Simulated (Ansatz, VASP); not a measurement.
TiO2: VASP beside Ansatz

```
Ti O
1.0
    -1.89250    1.89250    4.85214
     1.89250   -1.89250    4.85214
     1.89250    1.89250   -4.85214
Ti O
2 4
Direct
  0.00000 0.00000 0.00000
  0.75000 0.25000 0.50000
  0.20660 0.20660 0.00000
  0.95660 0.45660 0.50000
  0.54340 0.04340 0.50000
  0.79340 0.79340 0.00000
```

Change from the starting cell: zz strain of +2 %, crystal datasets.

Alike in both runs: task electric field gradients; functional LDA; k mesh 13 × 13 × 13; occupations fermi-dirac, width 0.08 eV; no spin polarisation.

|  | VASP | Ansatz |
| --- | --- | --- |
| version | VASP 6.6.1 | Ansatz 0.2.0 |
| potentials or method | VASP PAW LDA potentials, release 64 (Ti_sv, O), cutoff 520 eV | all-electron PAW with datasets made for the crystal, scalar-relativistic |

VASP gave:

| Property | Result |
| --- | --- |
| pressure (GPa) | -9.0 |
| traceless stress, the component that is largest in VASP (GPa) | -0.90 |
| rms of the force components (eV/Å) | 0.098 |
| size of Vzz on the site where it differs most (V/Å²) | 13.8 |

Problem. What did Ansatz give for the same quantities?

Solution. Pressure (GPa): -9.9; traceless stress, the component that is largest in VASP (GPa): -0.90; rms of the force components (eV/Å): 0.109; size of Vzz on the site where it differs most (V/Å²): 15.0.

LDA's correlation is that of Perdew and Zunger in VASP and of Perdew and Wang (1992) in Ansatz. Atom by atom the forces differ by 0.010 eV/Å (rms over components). Ansatz ran all-electron here, and VASP with PAW potentials. Ansatz's warnings: printed levels off.
